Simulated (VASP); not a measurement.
# MgO (Fm-3m) in VASP: notebook

The runs below take MgO through single point, relaxation of cell and atoms, with LDA.

All numbers are computed with VASP 6.6.1; they aren't measurements. Logs are shortened: lines on timing, memory, paths and dates and some standing lists are left out, and cuts for length are marked.

### Step 1. The cell of the first run

The structure is cubic, space group Fm-3m (No. 225). The conventional cell has a = 4.159 Å, b = 4.159 Å, c = 4.159 Å, α = 90.00°, β = 90.00°, γ = 90.00°. Within 2.8 Å of Mg (site symmetry m-3m) lie 6 O at 2.08 Å. Within 2.8 Å of O (site symmetry m-3m) lie 6 Mg at 2.08 Å.

### Step 2. Single point, LDA

Contents of INCAR:

```
SYSTEM = MgO
ALGO = Normal
EDIFF = 1E-6
ENCUT = 520
GGA = CA
ISIF = 2
ISMEAR = 0
LASPH = .True.
LCHARG = .True.
LELF = .True.
LREAL = .False.
LVHAR = .True.
LWAVE = .False.
NBANDS = 11
NELM = 60
PREC = Accurate
SIGMA = 0.02
```

Contents of KPOINTS:

```
k-points
0
Gamma
  10 10 10
  0 0 0
```

Contents of POSCAR:

```
MgO
1.0
    0.0000000000      2.0795793314      2.0795793314
    2.0795793314      0.0000000000      2.0795793314
    2.0795793314      2.0795793314      0.0000000000
Mg O
1 1
Direct
    0.0000000000      0.0000000000      0.0000000000
    0.5000000000      0.5000000000      0.5000000000
```

Potentials or basis: VASP PAW LDA potentials, release 64 (Mg, O).

Run with:

```
$ cat potpaw_LDA.64/Mg/POTCAR potpaw_LDA.64/O/POTCAR > POTCAR
$ mpirun -np 1 vasp_std > vasp.out
```

OUTCAR:

```text
SYSTEM = MgO
   EDIFF = 1E-6
   ENCUT = 520
   GGA = CA
   ISIF = 2
   ISMEAR = 0
   LASPH = .True.
   LREAL = .False.
   NELM = 60
   PREC = Accurate

 ion  position               nearest neighbor table
   1  0.000  0.000  0.000-   2 2.08   2 2.08   2 2.08   2 2.08   2 2.08   2 2.08
   2  0.500  0.500  0.500-   1 2.08   1 2.08   1 2.08   1 2.08   1 2.08   1 2.08

  LATTYP: Found a face centered cubic cell.
 ALAT       =     4.1591586628

  Lattice vectors:

 A1 = (   0.0000000000,   2.0795793314,   2.0795793314)
 A2 = (   2.0795793314,   0.0000000000,   2.0795793314)
 A3 = (   2.0795793314,   2.0795793314,   0.0000000000)

Analysis of symmetry for initial positions (statically):
=====================================================================
 Subroutine PRICEL returns:
 Original cell was already a primitive cell.

 Routine SETGRP: Setting up the symmetry group for a
 face centered cubic supercell.

 Subroutine GETGRP returns: Found 48 space group operations
 (whereof 48 operations were pure point group operations)
 out of a pool of 48 trial point group operations.

The static configuration has the point symmetry O_h .

Analysis of symmetry for dynamics (positions and initial velocities):
=====================================================================
 Subroutine PRICEL returns:
 Original cell was already a primitive cell.

 Routine SETGRP: Setting up the symmetry group for a
 face centered cubic supercell.

 Subroutine GETGRP returns: Found 48 space group operations
 (whereof 48 operations were pure point group operations)
 out of a pool of 48 trial point group operations.

The dynamic configuration has the point symmetry O_h .

 Subroutine INISYM returns: Found 48 space group operations
 (whereof 48 operations are pure point group operations),
 and found     1 'primitive' translations

----------------------------------------------------------------------------------------

                                     Primitive cell

  volume of cell :      17.9869

  direct lattice vectors                    reciprocal lattice vectors
     0.000000000  2.079579331  2.079579331    -0.240433242  0.240433242  0.240433242
     2.079579331  0.000000000  2.079579331     0.240433242 -0.240433242  0.240433242
     2.079579331  2.079579331  0.000000000     0.240433242  0.240433242 -0.240433242

  length of vectors
     2.940969294  2.940969294  2.940969294     0.416442590  0.416442590  0.416442590

[... 80 lines left out ...]
   EDIFF  = 0.1E-05   stopping-criterion for ELM
   LREAL  =      F    real-space projection
[... 7 lines left out ...]
   TEBEG  =    0.0;   TEEND  =   0.0 temperature during run
   PSTRESS=    0.0 pullay stress
   NELECT =       8.0000    total number of electrons
   NUPDOWN=      -1.0000    fix difference up-down
   EMIN   =  10.00;   EMAX   =-10.00  energy-range for DOS
   EFERMI =   0.00;   METHOD = LEGACY
   ISMEAR =     0;   SIGMA  =   0.02  broadening in eV -4-tet -1-fermi 0-gaus
   EFERMI_NEDOS =   21; number of points for ismear=-14 and -15
   IALGO  =     38    algorithm
   IMIX   =      4    mixing-type and parameters
     AMIX     =   0.40;   BMIX     =  1.00
     AMIX_MAG =   1.60;   BMIX_MAG =  1.00
  volume/ion in A,a.u.               =       8.99        60.69
  Fermi-wavevector in a.u.,A,eV,Ry     =   1.249643  2.361483 21.246966  1.561608
  Thomas-Fermi vector in A             =   2.383674
   LORBIT       =      0    0 simple, 1 ext, 2 COOP (PROOUT), +10 PAW based schemes
   GGA     = CA    functional components
   LHFCALC =     F    Hartree Fock is set to
   AEXX    =    0.0000 exact exchange contribution
   IVDW    =     0    specifies the selected vdW correction
   LEPSILON=     F    determine dielectric tensor
   LRPA    =     F    only Hartree local field effects (RPA)
 non-spin polarized calculation
 Gauss-broadening in eV      SIGMA  =   0.02
  energy-cutoff  :      520.00
  volume of cell :       17.99
 maximum number of plane-waves:       531
 NGX is ok and might be reduce to    24
   NGX = 11   NGY = 11   NGZ = 11

 number of electron       8.0000000 magnetization

 Free energy of the ion-electron system (eV)
  ---------------------------------------------------
  ext. energy  EPLUGINS =         0.00000000
  ---------------------------------------------------
  free energy    TOTEN  =       -13.44478692 eV

  energy without entropy =      -13.44478692  energy(sigma->0) =      -13.44478692

 E-fermi :   3.3967     XC(G=0): -11.7761

 val. band max:        3.1744937714   @ k =   0.0000   0.0000   0.0000
 cond. band min:       8.2096645250   @ k =   0.0000   0.0000   0.0000
 fundamental gap:      5.0351707536
 Fermi energy:         3.3967326404

 k-point     1 :       0.0000    0.0000    0.0000
  band No.  band energies     occupation
      1     -14.0314      2.00000
      2       3.1745      2.00000
      3       3.1745      2.00000
      4       3.1745      2.00000
      5       8.2097      0.00000
      6      18.9054      0.00000
      7      18.9054      0.00000
      8      18.9054      0.00000
      9      23.0303      0.00000
     10      24.7212      0.00000
     11      24.7212      0.00000
[... 309 lines left out ...]
 k-point    24 :       0.4000    0.3000    0.0000
  band No.  band energies     occupation
      1     -12.6397      2.00000
      2      -0.5808      2.00000
      3       1.7882      2.00000
      4       2.0229      2.00000
      5      12.8800      0.00000
      6      13.3094      0.00000
      7      16.9015      0.00000
      8      21.5323      0.00000
      9      21.7498      0.00000
     10      28.2104      0.00000
     11      30.6343      0.00000

 [... further k-points ...]

------------------------ aborting loop because EDIFF is reached ----------------------------------------

  FORCE on cell =-STRESS in cart. coord.  units (eV):
  Direction    XX          YY          ZZ          XY          YZ          ZX
  --------------------------------------------------------------------------------------
  -------------------------------------------------------------------------------------
  Total       -0.1885444     -0.1885444     -0.1885444     -0.0000000      0.0000000     -0.0000000
  in kB      -16.7945275    -16.7945275    -16.7945275     -0.0000000      0.0000000     -0.0000000
  external PRESSURE =     -16.7945275 kB  Pullay stress =       0.0000000 kB

 VOLUME and BASIS-vectors are now :
 -----------------------------------------------------------------------------
  energy-cutoff  :      520.00
  volume of cell :       17.99
      direct lattice vectors                 reciprocal lattice vectors
     0.000000000  2.079579331  2.079579331    -0.240433242  0.240433242  0.240433242
     2.079579331  0.000000000  2.079579331     0.240433242 -0.240433242  0.240433242
     2.079579331  2.079579331  0.000000000     0.240433242  0.240433242 -0.240433242

 POSITION                                       TOTAL-FORCE (eV/Angst)
 -----------------------------------------------------------------------------------
      0.00000      0.00000      0.00000         0.000000      0.000000      0.000000
      2.07958      2.07958      2.07958         0.000000     -0.000000      0.000000
 -----------------------------------------------------------------------------------
    total drift:                               -0.000000     -0.000000      0.000000

  FREE ENERGIE OF THE ION-ELECTRON SYSTEM (eV)
  ---------------------------------------------------
  free  energy   TOTEN  =       -13.4447869244 eV

  energy  without entropy=      -13.4447869244  energy(sigma->0) =      -13.44478692
```

OSZICAR:

```text
N       E                     dE             d eps       ncg     rms          rms(c)
DAV:   1     0.116751052163E+02    0.11675E+02   -0.46910E+03  1189   0.652E+02
DAV:   2    -0.144771233909E+02   -0.26152E+02   -0.24912E+02  1183   0.136E+02
DAV:   3    -0.150266605267E+02   -0.54954E+00   -0.54859E+00  1240   0.164E+01
DAV:   4    -0.150278688561E+02   -0.12083E-02   -0.12083E-02  1124   0.887E-01
DAV:   5    -0.150278723058E+02   -0.34497E-05   -0.34497E-05  1226   0.444E-02    0.709E+00
DAV:   6    -0.135059842293E+02    0.15219E+01   -0.85472E+00  1076   0.161E+01    0.218E+00
DAV:   7    -0.134687623637E+02    0.37222E-01   -0.58688E-02  1130   0.214E+00    0.129E+00
DAV:   8    -0.134452722793E+02    0.23490E-01   -0.28711E-02  1085   0.174E+00    0.226E-01
DAV:   9    -0.134449225456E+02    0.34973E-03   -0.43212E-04  1169   0.152E-01    0.132E-01
DAV:  10    -0.134447873791E+02    0.13517E-03   -0.37022E-04  1103   0.157E-01    0.547E-03
DAV:  11    -0.134447869244E+02    0.45469E-06   -0.41836E-06  1163   0.118E-02
   1 F= -.13444787E+02 E0= -.13444787E+02  d E =-.803245E-58
```

stdout:

```text
POSCAR found type information on POSCAR MgO
 POSCAR found :  2 types and       2 ions
 scaLAPACK will be used
 LDA part: xc-table for (Slater(with rela. corr.)+CA(PZ))
 , standard interpolation
 POSCAR, INCAR and KPOINTS ok, starting setup
 FFT: planning ... GRIDC
 FFT: planning ... GRID_SOFT
 FFT: planning ... GRID
 WAVECAR not read
 entering main loop
```

Run time: 4.5 s. Hardware: 1 thread of AMD EPYC 9R45 (Zen 5), shared host; peak memory 0.1 GiB.

What came out:

```yaml
Free_energy: -13.4448 eV
Pressure: -1.7 GPa
Band_gap_on_the_k_mesh: 5.04 eV, direct
```

### Step 3. Relaxation of cell and atoms, LDA

This run uses another cell than the first one, of 9.22 Å³/atom, 1.025 times its volume.

Contents of INCAR:

```
  ALGO = Normal
  EDIFF = 1E-6
  EDIFFG = -0.005
  ENCUT = 600
  IBRION = 2
  ISIF = 3
  ISMEAR = 0
  LASPH = True
  LCHARG = False
  LREAL = False
  LWAVE = False
  NELM = 100
  NSW = 100
  PREC = Accurate
  SIGMA = 0.02
```

Contents of KPOINTS:

```
k-points
0
Gamma
  10 10 10
```

Contents of POSCAR:

```
MgO
1.0
    0.0000000000      2.0970013900      2.0970013900
    2.0970013900      0.0000000000      2.0970013900
    2.0970013900      2.0970013900      0.0000000000
Mg O
1 1
Direct
    0.0000000000      0.0000000000      0.0000000000
    0.5000000000      0.5000000000      0.5000000000
```

Potentials or basis: VASP PAW LDA potentials, release 64 (Mg, O).

Run with:

```
$ cat potpaw_LDA.64/Mg/POTCAR potpaw_LDA.64/O/POTCAR > POTCAR
$ mpirun -np 1 vasp_std > vasp.out
```

It took 6.6 s on 1 thread of AMD EPYC 9R45 (Zen 5), shared host; peak memory 0.11 GiB.

Results (log left out):

```
Free energy                            : -13.4507 eV
Relaxed volume                         : 8.89 Å³/atom
Relaxed cell                           : a = 2.930 Å, b = 2.930 Å, c = 2.930 Å, α = 60.00°, β = 60.00°, γ = 60.00°
Space group after relaxing (to 0.05 Å) : Fm-3m (No. 225)
Energy gained by relaxing              : 6.4 meV/atom
Ionic steps                            : 3
Pressure after relaxing                : 0.0 GPa
Band gap on the k mesh                 : 5.15 eV, direct
```

Step by step:
| step | energy change (eV) | largest force (eV/Å) | pressure (GPa) | volume (Å³) |
| --- | --- | --- | --- | --- |
| 1 | 0.0000 | 0.0000 | -6.01 | 18.44 |
| 2 | -0.0108 | 0.0000 | 2.60 | 17.54 |
| 3 | -0.0128 | 0.0000 | 0.02 | 17.78 |

Final structure:
```yaml
crystal:
  lattice:
    - [0.00000, 2.07170, 2.07170]
    - [2.07170, 0.00000, 2.07170]
    - [2.07170, 2.07170, 0.00000]
  atoms:
    - { symbol: Mg, position: [0.00000, 0.00000, 0.00000] }
    - { symbol: O, position: [0.50000, 0.50000, 0.50000] }
```

Levels at points of the mesh, in eV from the valence-band top:
```tsv
k point	band 1	band 2	band 3	band 4	band 5	band 6	band 7	band 8
(0.00, 0.00, 0.00)	-17.27	0.00	0.00	0.00	5.15	15.80	15.80	15.80
(0.50, 0.00, 0.00)	-15.78	-4.92	-0.72	-0.72	8.05	12.96	16.51	16.51
(0.50, 0.50, 0.00)	-15.49	-4.36	-1.44	-1.44	8.94	10.25	13.42	19.39
```

LDA gaps usually lie below the measured ones, often by a third to a half.
